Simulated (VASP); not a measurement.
# MgS (F-43m) in VASP: notebook, part 2 of 2

VASP 6.6.1. The steps go on from the part before.

### 5 Single point, PBE (strain +2.0%)

Contents of INCAR:

```
SYSTEM = MgS
ALGO = Normal
EDIFF = 1E-6
ENCUT = 520
GGA = PE
ISIF = 2
ISMEAR = -1
LASPH = .TRUE.
LCHARG = .TRUE.
LELF = .TRUE.
LREAL = .FALSE.
LVHAR = .TRUE.
LWAVE = .FALSE.
NBANDS = 11
NELM = 100
PREC = Accurate
SIGMA = 0.02
```

Contents of KPOINTS:

```
k-points
0
G
  8 8 8
  0 0 0
```

Contents of POSCAR:

```
MgS
1.0
    0.0000000000      2.8874943781      2.8874943781
    2.8874943781      0.0000000000      2.8874943781
    2.8874943781      2.8874943781      0.0000000000
Mg S
1 1
Direct
    0.0000000000      0.0000000000      0.0000000000
    0.2500000000      0.2500000000      0.2500000000
```

Launch:

```sh
$ cat potpaw_PBE.64/Mg/POTCAR potpaw_PBE.64/S/POTCAR > POTCAR
$ mpirun -np 1 vasp_std > vasp.out
```

It took 7 s on 1 thread of Intel Xeon 6975P-C (Granite Rapids), shared host; peak memory 0.17 GiB.

The run converged. Its results:

```
Free energy            : -8.4586 eV
Pressure               : -2.2 GPa
Band gap on the k mesh : 3.17 eV, direct
```

Levels at points of the mesh, in eV from the valence-band top:
```tsv
k point	band 1	band 2	band 3	band 4	band 5	band 6	band 7	band 8	band 9
(0.00, 0.00, 0.00)	-11.08	0.00	0.00	0.00	3.17	7.79	7.79	7.79	10.70
(0.50, 0.00, 0.00)	-10.48	-2.93	-0.31	-0.31	4.90	7.55	7.55	8.32	12.44
(0.50, 0.50, 0.00)	-10.29	-2.65	-0.96	-0.96	3.93	5.56	10.61	11.81	11.81
```

Caveat: the cell differs from its parent crystal (strain +2.0%).

### 6 Single point, PBE (strain +3.0%)

Contents of INCAR:

```
SYSTEM = MgS
ALGO     = Normal         ! electronic algorithm
EDIFF    = 1E-7           ! SCF threshold, eV
ENCUT    = 520            ! plane-wave cutoff, eV
GGA      = PE             ! functional
ISIF     = 2              ! what is computed and relaxed
ISMEAR   = -1             ! smearing method
LASPH    = .True.         ! aspherical terms in the spheres
LCHARG   = .False.        ! write CHGCAR
LREAL    = .False.        ! projectors in reciprocal space
LWAVE    = .False.        ! write WAVECAR
NBANDS   = 11             ! bands
NELM     = 100            ! most SCF steps
PREC     = Accurate       ! precision mode
SIGMA    = 0.02           ! smearing width, eV
```

Contents of KPOINTS:

```
k-points
0
Gamma
  8 8 8
  0 0 0
```

Contents of POSCAR:

```
MgS
1.0
    0.0000000000      2.9158031465      2.9158031465
    2.9158031465      0.0000000000      2.9158031465
    2.9158031465      2.9158031465      0.0000000000
Mg S
1 1
Direct
    0.0000000000      0.0000000000      0.0000000000
    0.2500000000      0.2500000000      0.2500000000
```

Potentials or basis: VASP PAW PBE potentials, release 64 (Mg, S).

Launch:

```sh
$ cat potpaw_PBE.64/Mg/POTCAR potpaw_PBE.64/S/POTCAR > POTCAR
$ mpirun -np 1 vasp_std > vasp.out
```

OUTCAR:

```text
SYSTEM = MgS
   EDIFF = 1E-7
   ENCUT = 520
   GGA = PE
   ISIF = 2
   ISMEAR = -1
   LASPH = .True.
   LREAL = .False.
   NELM = 100
   PREC = Accurate

 ion  position               nearest neighbor table
   1  0.000  0.000  0.000-   2 2.53   2 2.53   2 2.53   2 2.53
   2  0.250  0.250  0.250-   1 2.53   1 2.53   1 2.53   1 2.53

  LATTYP: Found a face centered cubic cell.
 ALAT       =     5.8316062930

  Lattice vectors:

 A1 = (   0.0000000000,   2.9158031465,   2.9158031465)
 A2 = (   2.9158031465,   0.0000000000,   2.9158031465)
 A3 = (   2.9158031465,   2.9158031465,   0.0000000000)

Analysis of symmetry for initial positions (statically):
=====================================================================
 Subroutine PRICEL returns:
 Original cell was already a primitive cell.

 Routine SETGRP: Setting up the symmetry group for a
 face centered cubic supercell.

 Subroutine GETGRP returns: Found 24 space group operations
 (whereof 24 operations were pure point group operations)
 out of a pool of 48 trial point group operations.

The static configuration has the point symmetry T_d .

Analysis of symmetry for dynamics (positions and initial velocities):
[... 166 lines left out ...]
  band No.  band energies     occupation
      1     -10.4569      2.00000
      2       0.5383      2.00000
      3       0.5383      2.00000
      4       0.5383      2.00000
      5       3.5694      0.00000
      6       8.2547      0.00000
      7       8.2547      0.00000
      8       8.2547      0.00000
      9      11.1790      0.00000
     10      11.1790      0.00000
     11      13.5249      0.00000
[... 309 lines left out ...]
 k-point    24 :      -0.3750    0.2500    0.1250
  band No.  band energies     occupation
      1      -9.8090      2.00000
      2      -1.9880      2.00000
      3      -0.6307      2.00000
      4      -0.0425      2.00000
      5       6.4118      0.00000
      6       6.7648      0.00000
      7       8.8131      0.00000
      8       9.1726      0.00000
      9      11.4506      0.00000
     10      12.9056      0.00000
     11      14.1312      0.00000

 [... further k-points ...]
[... 5 lines left out ...]
  --------------------------------------------------------------------------------------
  -------------------------------------------------------------------------------------
  Total       -1.0793632     -1.0793632     -1.0793632     -0.0000000     -0.0000000      0.0000000
  in kB      -34.8797674    -34.8797674    -34.8797674     -0.0000000     -0.0000000      0.0000000
  external PRESSURE =     -34.8797674 kB  Pullay stress =       0.0000000 kB

 VOLUME and BASIS-vectors are now :
 -----------------------------------------------------------------------------
  energy-cutoff  :      520.00
  volume of cell :       49.58
      direct lattice vectors                 reciprocal lattice vectors
     0.000000000  2.915803147  2.915803147    -0.171479340  0.171479340  0.171479340
     2.915803147  0.000000000  2.915803147     0.171479340 -0.171479340  0.171479340
     2.915803147  2.915803147  0.000000000     0.171479340  0.171479340 -0.171479340

 POSITION                                       TOTAL-FORCE (eV/Angst)
 -----------------------------------------------------------------------------------
      0.00000      0.00000      0.00000        -0.000000      0.000000     -0.000000
      1.45790      1.45790      1.45790         0.000000     -0.000000      0.000000
 -----------------------------------------------------------------------------------
    total drift:                               -0.000000     -0.000000     -0.000000

  FREE ENERGIE OF THE ION-ELECTRON SYSTEM (eV)
  ---------------------------------------------------
  free  energy   TOTEN  =        -8.4332629347 eV

  energy  without entropy=       -8.4332629347  energy(sigma->0) =       -8.43326293
```

OSZICAR:

```text
N       E                     dE             d eps       ncg     rms          rms(c)
DAV:   1     0.213966881382E+02    0.21397E+02   -0.32978E+03   678   0.565E+02
DAV:   2    -0.719482100384E+01   -0.28592E+02   -0.26906E+02   755   0.950E+01
DAV:   3    -0.895946903393E+01   -0.17646E+01   -0.17618E+01   812   0.251E+01
DAV:   4    -0.897435577479E+01   -0.14887E-01   -0.14885E-01   747   0.278E+00
DAV:   5    -0.897456726589E+01   -0.21149E-03   -0.21149E-03   820   0.322E-01    0.385E+00
DAV:   6    -0.845765539025E+01    0.51691E+00   -0.13834E+00   698   0.421E+00    0.288E+00
DAV:   7    -0.842602151274E+01    0.31634E-01   -0.25902E-01   758   0.202E+00    0.225E+00
DAV:   8    -0.843406964621E+01   -0.80481E-02   -0.26881E-02   701   0.978E-01    0.130E+00
DAV:   9    -0.843301593542E+01    0.10537E-02   -0.25971E-03   728   0.245E-01    0.489E-01
DAV:  10    -0.843325178242E+01   -0.23585E-03   -0.92002E-04   710   0.137E-01    0.950E-02
DAV:  11    -0.843326220316E+01   -0.10421E-04   -0.56763E-05   764   0.307E-02    0.764E-02
DAV:  12    -0.843326292437E+01   -0.72120E-06   -0.10709E-05   755   0.153E-02    0.623E-03
DAV:  13    -0.843326293470E+01   -0.10332E-07   -0.46961E-07   795   0.326E-03
   1 F= -.84332629E+01 E0= -.84332629E+01  d E =-.147921E-11
```

stdout:

```text
POSCAR found type information on POSCAR MgS
 POSCAR found :  2 types and       2 ions
 scaLAPACK will be used
 LDA part: xc-table for (Slater+PW92), standard interpolation
 POSCAR, INCAR and KPOINTS ok, starting setup
 FFT: planning ... GRIDC
 FFT: planning ... GRID_SOFT
 FFT: planning ... GRID
 WAVECAR not read
 entering main loop
```

Run time: 5.8 s. Hardware: 1 thread of Intel Xeon 6975P-C (Granite Rapids), shared host; peak memory 0.17 GiB.

Results:

* Free energy: -8.4333 eV
* Pressure: -3.5 GPa
* Band gap on the k mesh: 3.03 eV, direct

Caveat: the cell differs from its parent crystal (strain +3.0%).

### 7 Summary

| cell | gap on the mesh (eV) | pressure (GPa) |
| --- | --- | --- |
| a = 3.923 Å, angles 60.0°, 2 atoms | 3.77 | 5.0 |
| a = 3.963 Å, angles 60.0°, 2 atoms | 3.61 | 2.8 |
| a = 4.043 Å, angles 60.0°, 2 atoms | 3.31 | -0.7 |
| a = 4.084 Å, angles 60.0°, 2 atoms | 3.17 | -2.2 |
| a = 4.124 Å, angles 60.0°, 2 atoms | 3.03 | -3.5 |

Alike in all rows: task single point; level PBE; potentials or basis VASP PAW PBE potentials, release 64 (Mg, S); no spin polarisation; k mesh 8 × 8 × 8; cutoff (eV) 520; smearing fermi-dirac 0.02 eV.

Total energies depend on the potentials used, so only differences within one code and one set of settings carry meaning.
